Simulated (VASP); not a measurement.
Here is a VASP 6.6.1 calculation.

The input INCAR:

```
  PREC = Accurate
  ENCUT = 600
  EDIFF = 1E-6
  ISMEAR = -1
  SIGMA = 0.05
  LREAL = F
  LASPH = T
  NELM = 100
  ALGO = Fast
  ISIF = 3
  LWAVE = F
  LCHARG = F
  GGA = PS
  IVDW = 13
  IBRION = 2
  NSW = 60
  EDIFFG = -0.01
```

KPOINTS

```
regular mesh
0
Gamma
  10 10 5
```

POSCAR

```
ScNb
1.0
    3.0656443612      0.0000000000      0.0000000000
   -1.5328221806      2.6549258957      0.0000000000
    0.0000000000      0.0000000000      5.0721940000
Nb Sc
1 1
Direct
    0.3333333333      0.6666666667      0.5000000000
    0.0000000000      0.0000000000      0.0000000000
```

Potentials or basis: VASP PAW PBE potentials, release 64 (Nb_sv, Sc_sv).

Command:

```sh
$ cat potpaw_PBE.64/Nb_sv/POTCAR potpaw_PBE.64/Sc_sv/POTCAR > POTCAR
$ mpirun -np 1 vasp_std > vasp.out
```

Question: Estimate the space group after relaxing (to 0.1 Å).

Answer: P-6m2 (No. 187).

Question: What does it give for the relaxed cell?

Answer: a = 3.013 Å, b = 3.013 Å, c = 4.979 Å, α = 90.00°, β = 90.00°, γ = 120.00°.

Final structure:
```cif
data_structure
_symmetry_space_group_name_H-M 'P 1'
_symmetry_Int_Tables_number 1
_cell_length_a 3.0127
_cell_length_b 3.0127
_cell_length_c 4.9789
_cell_angle_alpha 90.000
_cell_angle_beta 90.000
_cell_angle_gamma 120.000
_cell_volume 39.13
loop_
_atom_site_label
_atom_site_type_symbol
_atom_site_fract_x
_atom_site_fract_y
_atom_site_fract_z
_atom_site_occupancy
Nb1 Nb 0.33333 0.66667 0.50000 1
Sc1 Sc 0.00000 0.00000 0.00000 1
```
